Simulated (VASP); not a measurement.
Set up this calculation in VASP 6.6.1, as the native input.

| Item | Value |
| --- | --- |
| Task | single point |
| Functional | LDA |
| Potentials or basis | VASP PAW LDA potentials, release 64 (Ga_d, Sb) |
| Cutoff | 520 eV |
| k mesh | 18 × 18 × 18 |
| Occupations | gaussian, width 0.15 eV |
| Spin | no spin polarisation |
| Dipole correction | no |
| Further INCAR settings | ALGO = Fast; EDIFF = 1e-06; NBANDS = 16 |

The structure of GaSb lies in POSCAR:

```
GaSb
1.0
   -1.6856157434      2.6092404647      2.9201872885
    1.6856157434     -2.6092404647      2.9201872885
    1.6856157434      2.6092404647     -2.9201872885
Ga Sb
1 1
Direct
    0.0000000000      0.0000000000      0.0000000000
    0.5000000000      0.5000000000      0.0000000000
```

The input as run:

INCAR

```
PREC = Accurate ; ENCUT = 520
EDIFF = 1E-6 ; ISMEAR = 0
SIGMA = 0.15 ; LREAL = F
LASPH = T ; NELM = 60
ALGO = Fast ; ISIF = 2
LWAVE = F ; LCHARG = T
LELF = T ; LVHAR = T
NBANDS = 16
```

KPOINTS

```
Automatic mesh
0
Gamma
  18 18 18
```

Potentials or basis: VASP PAW LDA potentials, release 64 (Ga_d, Sb).

Command:

```sh
$ cat potpaw_LDA.64/Ga_d/POTCAR potpaw_LDA.64/Sb/POTCAR > POTCAR
$ mpirun -np 1 vasp_std > vasp.out
```

It gave:

The pressure is -6.8 GPa. The band gap on the k mesh is zero (bands 9 and 10 overlap by 4.86 eV).

Caveat: the cell stands under tension; spin-orbit coupling is left out, which moves the levels of the heavy elements.

It took 12 min on 1 thread of Oxide Virtual Turin-like Processor (shared host), peak memory 0.74 GiB.
